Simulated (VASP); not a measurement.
# Ga (Im-3m) in VASP: a series of runs

Ga is run at these levels: HSE06; tasks: single point.

Everything below comes from runs of VASP 6.6.1. Logs are shortened: lines on timing, memory, paths and dates and some standing lists are left out, and cuts for length are marked.

## 1. The cell of the first run

It takes space group Im-3m (No. 229, cubic). The conventional cell has a = 3.355 Å, b = 3.355 Å, c = 3.355 Å, α = 90.00°, β = 90.00°, γ = 90.00°. Ga (site symmetry m-3m) has 14 Ga at 2.91 to 3.35 Å within 3.8 Å.

This isn't the form of Ga at room conditions, which is orthorhombic.

## 2. Single point, HSE06 (18.88 Å³/atom)

POSCAR reads:

```
Ga
1.0
   -1.6774372127      1.6774372127      1.6774372127
    1.6774372127     -1.6774372127      1.6774372127
    1.6774372127      1.6774372127     -1.6774372127
Ga
1
Direct
    0.0000000000      0.0000000000      0.0000000000
```

INCAR.step1 reads:

```
SYSTEM = Ga
PREC     = Accurate       ! precision mode
ENCUT    = 520            ! plane-wave cutoff, eV
EDIFF    = 1E-5           ! SCF threshold, eV
ISMEAR   = 0              ! smearing method
SIGMA    = 0.05           ! smearing width, eV
LREAL    = .FALSE.        ! projectors in reciprocal space
LASPH    = .TRUE.         ! aspherical terms in the spheres
NELM     = 100            ! most SCF steps
ALGO     = Normal         ! electronic algorithm
ISIF     = 2              ! what is computed and relaxed
LWAVE    = .TRUE.         ! write WAVECAR
GGA      = PE             ! functional
NBANDS   = 12             ! bands
```

INCAR.step2 reads:

```
SYSTEM = Ga
PREC     = Accurate       ! precision mode
ENCUT    = 520            ! plane-wave cutoff, eV
EDIFF    = 1E-6           ! SCF threshold, eV
ISMEAR   = 0              ! smearing method
SIGMA    = 0.05           ! smearing width, eV
LREAL    = .FALSE.        ! projectors in reciprocal space
LASPH    = .TRUE.         ! aspherical terms in the spheres
NELM     = 100            ! most SCF steps
ALGO     = Normal         ! electronic algorithm
ISIF     = 2              ! what is computed and relaxed
LWAVE    = .FALSE.        ! write WAVECAR
LCHARG   = .TRUE.         ! write CHGCAR
GGA      = PE             ! functional
LHFCALC  = .TRUE.         ! exact exchange
HFSCREEN = 0.2079         ! screening, 1/A
PRECFOCK = Normal       
LELF     = .TRUE.         ! ELF
LVHAR    = .TRUE.       
ISTART   = 1            
NBANDS   = 12             ! bands
```

KPOINTS reads:

```
regular mesh
0
G
  8 8 8
  0 0 0
```

Potentials or basis: VASP PAW PBE potentials, release 64 (Ga_d).

The run is started by

```bash
$ cat potpaw_PBE.64/Ga_d/POTCAR > POTCAR
$ cp INCAR.step1 INCAR
$ mpirun -np 1 vasp_std > vasp.out
$ cp INCAR.step2 INCAR
$ mpirun -np 1 vasp_std > vasp.out
```

OUTCAR:

```text
SYSTEM = Ga
   PREC = Accurate
   ENCUT = 520
   EDIFF = 1E-6
   ISMEAR = 0
   LREAL = .FALSE.
   LASPH = .TRUE.
   NELM = 100
   ISIF = 2
   GGA = PE
   LHFCALC = .TRUE.
   HFSCREEN = 0.2079
   PRECFOCK = Normal
   ISTART = 1

 ion  position               nearest neighbor table
   1  0.000  0.000  0.000-

  LATTYP: Found a body centered cubic cell.
 ALAT       =     3.3548744254

  Lattice vectors:

 A1 = (  -1.6774372127,   1.6774372127,   1.6774372127)
 A2 = (   1.6774372127,  -1.6774372127,   1.6774372127)
 A3 = (   1.6774372127,   1.6774372127,  -1.6774372127)

Analysis of symmetry for initial positions (statically):
=====================================================================
 Subroutine PRICEL returns:
 Original cell was already a primitive cell.

 Routine SETGRP: Setting up the symmetry group for a
 body centered cubic supercell.

 Subroutine GETGRP returns: Found 48 space group operations
 (whereof 48 operations were pure point group operations)
 out of a pool of 48 trial point group operations.

The static configuration has the point symmetry O_h .

Analysis of symmetry for dynamics (positions and initial velocities):
=====================================================================
 Subroutine PRICEL returns:
 Original cell was already a primitive cell.

 Routine SETGRP: Setting up the symmetry group for a
 body centered cubic supercell.

 Subroutine GETGRP returns: Found 48 space group operations
 (whereof 48 operations were pure point group operations)
 out of a pool of 48 trial point group operations.

The dynamic configuration has the point symmetry O_h .

 Subroutine INISYM returns: Found 48 space group operations
 (whereof 48 operations are pure point group operations),
 and found     1 'primitive' translations

----------------------------------------------------------------------------------------

                                     Primitive cell

  volume of cell :      18.8799

  direct lattice vectors                    reciprocal lattice vectors
    -1.677437213  1.677437213  1.677437213     0.000000000  0.298073750  0.298073750
     1.677437213 -1.677437213  1.677437213     0.298073750  0.000000000  0.298073750
     1.677437213  1.677437213 -1.677437213     0.298073750  0.298073750  0.000000000

  length of vectors
     2.905406479  2.905406479  2.905406479     0.421539940  0.421539940  0.421539940

  position of ions in fractional coordinates (direct lattice)
     0.000000000  0.000000000  0.000000000

  ion indices of the primitive-cell ions
   primitive index   ion index
                 1           1

----------------------------------------------------------------------------------------

 KPOINTS: regular mesh

Automatic generation of k-mesh.
 Grid dimensions read from file:
 generate k-points for:    8    8    8

 Generating k-lattice:

  Cartesian coordinates                     Fractional coordinates (reciprocal lattice)
     0.000000000  0.037259219  0.037259219     0.125000000  0.000000000  0.000000000
     0.037259219  0.000000000  0.037259219     0.000000000  0.125000000  0.000000000
     0.037259219  0.037259219  0.000000000     0.000000000  0.000000000  0.125000000

  Length of vectors
     0.052692492  0.052692492  0.052692492

  Shift w.r.t. Gamma in fractional coordinates (k-lattice)
     0.000000000  0.000000000  0.000000000

 Subroutine IBZKPT returns following result:
 ===========================================

 Found     29 irreducible k-points:

 Following reciprocal coordinates:
            Coordinates               Weight
  0.000000  0.000000  0.000000      1.000000
  0.125000  0.000000  0.000000     12.000000
  0.250000  0.000000  0.000000     12.000000
  0.375000  0.000000  0.000000     12.000000
  0.500000  0.000000  0.000000      6.000000
  0.125000  0.125000  0.000000     24.000000
[... 16 lines left out ...]
 -0.250000  0.250000  0.250000      6.000000
 -0.375000  0.375000  0.250000     24.000000
 [... further k-points ...]
   k-points           NKPTS =     29   k-points in BZ     NKDIM =    512   number of bands    NBANDS=     12
   number of dos      NEDOS =    301   number of ions     NIONS =      1
   total plane-waves  NPLWV =  13824
   dimension x,y,z NGX =    24 NGY =   24 NGZ =   24
   dimension x,y,z NGXF=    48 NGYF=   48 NGZF=   48
   ions per type =               1
   NGX,Y,Z   is equivalent  to a cutoff of  13.73, 13.73, 13.73 a.u.
   NGXF,Y,Z  is equivalent  to a cutoff of  27.47, 27.47, 27.47 a.u.
 SYSTEM =  Ga
   PREC   = accura    normal or accurate (medium, high low for compatibility)
   ISTART =      1    job   : 0-new  1-cont  2-samecut
   ICHARG =      0    charge: 1-file 2-atom 10-const
   ISPIN  =      1    spin polarized calculation?
   LNONCOLLINEAR =      F non collinear calculations
   LSORBIT =      F    spin-orbit coupling
   LASPH  =      T    aspherical Exc in radial PAW
   ENCUT  =  520.0 eV  38.22 Ry    6.18 a.u.   5.40  5.40  5.40*2*pi/ulx,y,z
   NELM   =    100;   NELMIN=  2; NELMDL=  0     # of ELM steps
   EDIFF  = 0.1E-05   stopping-criterion for ELM
   LREAL  =      F    real-space projection
   EDIFFG = 0.1E-04   stopping-criterion for IOM
   NSW    =      0    number of steps for IOM
   IBRION =     -1    ionic relax: 0-MD 1-quasi-New 2-CG
   NFREE  =      0    steps in history (QN), initial steepest desc. (CG)
   ISIF   =      2    stress and relaxation
   ISYM   =      3    0-nonsym 1-usesym 2-fastsym
   POTIM  = 0.5000    time-step for ionic-motion
   TEBEG  =    0.0;   TEEND  =   0.0 temperature during run
   PSTRESS=    0.0 pullay stress
   NELECT =      13.0000    total number of electrons
   NUPDOWN=      -1.0000    fix difference up-down
   EMIN   =  10.00;   EMAX   =-10.00  energy-range for DOS
   EFERMI =   0.00;   METHOD = LEGACY
   ISMEAR =     0;   SIGMA  =   0.05  broadening in eV -4-tet -1-fermi 0-gaus
   EFERMI_NEDOS =   21; number of points for ismear=-14 and -15
   IALGO  =     38    algorithm
   IMIX   =      1    mixing-type and parameters
     AMIX     =   0.40;   BMIX     =  1.00
     AMIX_MAG =   1.60;   BMIX_MAG =  1.00
  volume/ion in A,a.u.               =      18.88       127.41
  Fermi-wavevector in a.u.,A,eV,Ry     =   1.445627  2.731840 28.433977  2.089838
  Thomas-Fermi vector in A             =   2.563788
   LORBIT       =      0    0 simple, 1 ext, 2 COOP (PROOUT), +10 PAW based schemes
   GGA     = PE    functional components
   LHFCALC =     T    Hartree Fock is set to
   PRECFOCK=normal    Normal, Fast or Accurate (Low or Medium for compatibility)
   ENCUT4O =  -1.0   cutoff for four orbital integrals eV
   NKREDX  =     1    reduce k-point grid by
   NKREDY  =     1    reduce k-point grid by
   NKREDZ  =     1    reduce k-point grid by
   AEXX    =    0.2500 exact exchange contribution
   HFSCREEN=    0.2079 screening length (either q_TF or 0.3 A-1)
   HFSCREENC=   0.2079 screening length for correlation (either q_TF or 0.3 A-1)
   ENCUTFOCK=  -1.0 apply spherical cutoff to Coloumb kernel
   IVDW    =     0    specifies the selected vdW correction
   LEPSILON=     F    determine dielectric tensor
   LRPA    =     F    only Hartree local field effects (RPA)
 non-spin polarized calculation
 Gauss-broadening in eV      SIGMA  =   0.05
  energy-cutoff  :      520.00
  volume of cell :       18.88
 maximum number of plane-waves:       532
 NGX is ok and might be reduce to    24
  NGX = 18; NGY = 18; NGZ = 18

 number of electron      12.9999994 magnetization

 Free energy of the ion-electron system (eV)
  ---------------------------------------------------
  ext. energy  EPLUGINS =         0.00000000
  ---------------------------------------------------
  free energy    TOTEN  =        -3.20310767 eV

  energy without entropy =       -3.20063914  energy(sigma->0) =       -3.20187340

 E-fermi :   5.7723     XC(G=0):  -9.0520

 val. band max:        5.7573253377   @ k =  -0.3750   0.3750   0.1250
 cond. band min:       5.7833178199   @ k =  -0.3750   0.5000   0.2500
 fundamental gap:      0.0259924822
 Fermi energy:         5.7722978242

 k-point     1 :       0.0000    0.0000    0.0000
  band No.  band energies     occupation
      1     -12.2878      2.00000
      2     -12.2878      2.00000
      3     -12.2878      2.00000
      4     -12.1053      2.00000
      5     -12.1053      2.00000
      6      -6.9295      2.00000
      7      19.3267      0.00000
      8      19.3267      0.00000
      9      19.3267      0.00000
     10      23.6318      0.00000
     11      23.6318      0.00000
     12      23.6319      0.00000

 k-point     2 :       0.1250    0.0000    0.0000
  band No.  band energies     occupation
      1     -12.2997      2.00000
      2     -12.2800      2.00000
      3     -12.2454      2.00000
      4     -12.1167      2.00000
      5     -12.1056      2.00000
      6      -6.4531      2.00000
      7      15.8010      0.00000
      8      17.5833      0.00000
      9      18.5482      0.00000
     10      21.0630      0.00000
     11      21.1154      0.00000
     12      23.2787      0.00000

 k-point     3 :       0.2500    0.0000    0.0000
  band No.  band energies     occupation
      1     -12.3282      2.00000
      2     -12.2823      2.00000
      3     -12.1411      2.00000
      4     -12.1307      2.00000
      5     -12.1060      2.00000
      6      -5.0056      2.00000
      7      10.3727      0.00000
      8      15.3648      0.00000
      9      17.0099      0.00000
     10      19.1892      0.00000
     11      19.4242      0.00000
     12      24.1553      0.00000
[... 286 lines left out ...]
 k-point    23 :      -0.2500    0.2500    0.2500
  band No.  band energies     occupation
      1     -12.2368      2.00000
      2     -12.1884      2.00000
      3     -12.1884      2.00000
      4     -12.1652      2.00000
      5     -12.1500      2.00000
      6      -3.0735      2.00000
      7      11.3676      0.00000
      8      11.3676      0.00000
      9      12.0117      0.00000
     10      14.8318      0.00000
     11      25.9133      0.00000
     12      25.9133      0.00000

 k-point    24 :      -0.3750    0.3750    0.2500
  band No.  band energies     occupation
      1     -12.2866      2.00000
      2     -12.2249      2.00000
      3     -12.1906      2.00000
      4     -12.1333      2.00000
      5     -12.0510      2.00000
      6      -0.6468      2.00000
      7       7.0623      0.00000
      8       9.9156      0.00000
      9      11.8751      0.00000
     10      15.2412      0.00000
     11      21.8254      0.00000
     12      24.9960      0.00000

 [... further k-points ...]

------------------------ aborting loop because EDIFF is reached ----------------------------------------

  FORCE on cell =-STRESS in cart. coord.  units (eV):
  Direction    XX          YY          ZZ          XY          YZ          ZX
  --------------------------------------------------------------------------------------
  -------------------------------------------------------------------------------------
  Total        0.0351152      0.0351152      0.0351152     -0.0000000     -0.0000000      0.0000000
  in kB        2.9799349      2.9799349      2.9799349     -0.0000000     -0.0000000      0.0000000
  external PRESSURE =       2.9799349 kB  Pullay stress =       0.0000000 kB

 VOLUME and BASIS-vectors are now :
 -----------------------------------------------------------------------------
  energy-cutoff  :      520.00
  volume of cell :       18.88
      direct lattice vectors                 reciprocal lattice vectors
    -1.677437213  1.677437213  1.677437213     0.000000000  0.298073750  0.298073750
     1.677437213 -1.677437213  1.677437213     0.298073750  0.000000000  0.298073750
     1.677437213  1.677437213 -1.677437213     0.298073750  0.298073750  0.000000000

 POSITION                                       TOTAL-FORCE (eV/Angst)
 -----------------------------------------------------------------------------------
      0.00000      0.00000      0.00000         0.000000      0.000000      0.000000
 -----------------------------------------------------------------------------------
    total drift:                                0.000034     -0.000084     -0.000208

  FREE ENERGIE OF THE ION-ELECTRON SYSTEM (eV)
  ---------------------------------------------------
  free  energy   TOTEN  =        -3.2031076674 eV

  energy  without entropy=       -3.2006391379  energy(sigma->0) =       -3.20187340
```

It took 39 min on 1 thread of Intel Xeon Platinum 8488C (Sapphire Rapids), shared host; peak memory 0.26 GiB.

Results:

```
Free energy            : -3.2031 eV
Pressure               : 0.3 GPa
Band gap on the k mesh : zero (an odd number of electrons rules out a gap without spin polarisation)
```

Caveat: the PAW data sets were made with another functional, which shifts forces and pressure a little.

## 3. Single point, HSE06 (19.11 Å³/atom)

This run uses another cell than the first one, of 19.11 Å³/atom.

POSCAR reads:

```
Ga
1.0
   -1.6842969668      1.6842969668      1.6842969668
    1.6842969668     -1.6842969668      1.6842969668
    1.6842969668      1.6842969668     -1.6842969668
Ga
1
Direct
    0.0000000000      0.0000000000      0.0000000000
```

INCAR.step1 reads:

```
  ALGO = Normal
  EDIFF = 1E-5
  ENCUT = 520
  GGA = PE
  ISIF = 2
  ISMEAR = 0
  LASPH = True
  LCHARG = False
  LREAL = False
  LWAVE = True
  NBANDS = 12
  NELM = 100
  PREC = Accurate
  SIGMA = 0.05
```

INCAR.step2 reads:

```
  ALGO = Normal
  EDIFF = 1E-6
  ENCUT = 520
  GGA = PE
  HFSCREEN = 0.2079
  ISIF = 2
  ISMEAR = 0
  ISTART = 1
  LASPH = True
  LCHARG = False
  LHFCALC = True
  LREAL = False
  LWAVE = False
  NBANDS = 12
  NELM = 100
  PREC = Accurate
  PRECFOCK = Normal
  SIGMA = 0.05
```

KPOINTS reads:

```
k-points
0
Gamma
  8 8 8
```

Potentials or basis: VASP PAW PBE potentials, release 64 (Ga_d).

The run is started by

```bash
$ cat potpaw_PBE.64/Ga_d/POTCAR > POTCAR
$ cp INCAR.step1 INCAR
$ mpirun -np 1 vasp_std > vasp.out
$ cp INCAR.step2 INCAR
$ mpirun -np 1 vasp_std > vasp.out
```

It took 75 min on 1 thread of Oxide Virtual Turin-like, shared host; peak memory 0.22 GiB.

Results (log left out):

```
Free energy            : -3.2028 eV
Pressure               : -0.4 GPa
Band gap on the k mesh : zero (an odd number of electrons rules out a gap without spin polarisation)
```

Levels at points of the mesh, in eV from the Fermi level:
| k point | band 4 | band 5 | band 6 | band 7 | band 8 | band 9 |
| --- | --- | --- | --- | --- | --- | --- |
| (0.00, 0.00, 0.00) | -17.87 | -17.87 | -12.59 | 13.41 | 13.41 | 13.41 |
| (0.50, 0.00, 0.00) | -17.87 | -17.75 | -5.23 | -4.41 | 7.55 | 9.60 |
| (0.50, 0.50, 0.50) | -17.78 | -17.78 | 1.59 | 1.62 | 1.62 | 1.62 |

Caveat: the PAW data sets were made with another functional, which shifts forces and pressure a little.

(Part 1 of 2 ends here.)

The gap in the log of VASP goes by the Fermi energy; the results here count the filled bands.